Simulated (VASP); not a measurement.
A run of VASP 6.6.1:

Contents of INCAR:

```
PREC = Accurate ; ENCUT = 520
EDIFF = 1E-7 ; ISMEAR = 0
SIGMA = 0.1 ; LREAL = False
LASPH = True ; NELM = 100
ALGO = Fast ; ISIF = 2
LWAVE = False ; LCHARG = False
GGA = PE ; NBANDS = 47
```

The input KPOINTS:

```
Automatic mesh
0
Gamma
  10 10 10
```

Contents of POSCAR:

```
TeMo5
1.0
    0.0000000000      3.7222210563      3.7222210563
    3.7222210563      0.0000000000      3.7222210563
    3.7222210563      3.7222210563      0.0000000000
Te Mo
1 5
Direct
    0.7500000000      0.7500000000      0.7500000000
    0.1242557588      0.1242557588      0.6272327237
    0.6272327237      0.1242557588      0.1242557588
    0.1242557588      0.1242557588      0.1242557588
    0.1242557588      0.6272327237      0.1242557588
    0.5000000000      0.5000000000      0.5000000000
```

Potentials or basis: VASP PAW PBE potentials, release 64 (Te, Mo_sv).

Launch:

```sh
$ cat potpaw_PBE.64/Te/POTCAR potpaw_PBE.64/Mo_sv/POTCAR > POTCAR
$ mpirun -np 1 vasp_std > vasp.out
```

Hardware: 1 thread of Intel(R) Xeon(R) 6975P-C (Granite Rapids), on a shared host.

Question: How long does it take, and how much memory?

Answer: Wall time 2.5 min on 1 thread of Intel(R) Xeon(R) 6975P-C (Granite Rapids), on a shared host, peak memory 0.35 GiB. Counts: scf iterations 19, k points 47.
